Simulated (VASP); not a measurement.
Here is a VASP 6.6.1 calculation.

INCAR

```
PREC = Accurate
ENCUT = 520
EDIFF = 1E-6
ISMEAR = 0
SIGMA = 0.05
LREAL = F
LASPH = T
NELM = 80
ALGO = Normal
ISIF = 2
LWAVE = F
LCHARG = F
GGA = CA
NBANDS = 11
```

File KPOINTS:

```
Automatic mesh
0
Gamma
  11 11 11
```

The input POSCAR:

```
Si
1.0
   -2.3713723045      2.3713723045      1.3292653899
    2.3713723045     -2.3713723045      1.3292653899
    2.3713723045      2.3713723045     -1.3292653899
Si
2
Direct
    0.4918640000      0.5197320000      0.0341420000
    0.2360220000      0.7568060000      0.4850600000
```

Potentials or basis: VASP PAW LDA potentials, release 64 (Si).

Launch:

```bash
$ cat potpaw_LDA.64/Si/POTCAR > POTCAR
$ mpirun -np 1 vasp_std > vasp.out
```

(1) Predict the band gap on the k mesh.

(2) Estimate the pressure.

(3) What does it give for the largest force?

## Answers

(1) zero (bands 4 and 5 overlap by 5.86 eV).

(2) 1.0 GPa.

(3) 1.055 eV/Å.

Caveat: the cell differs from its parent crystal (atoms moved at random); forces of over 1 eV/Å act on the atoms, so gaps and moduli don't describe the material at rest.
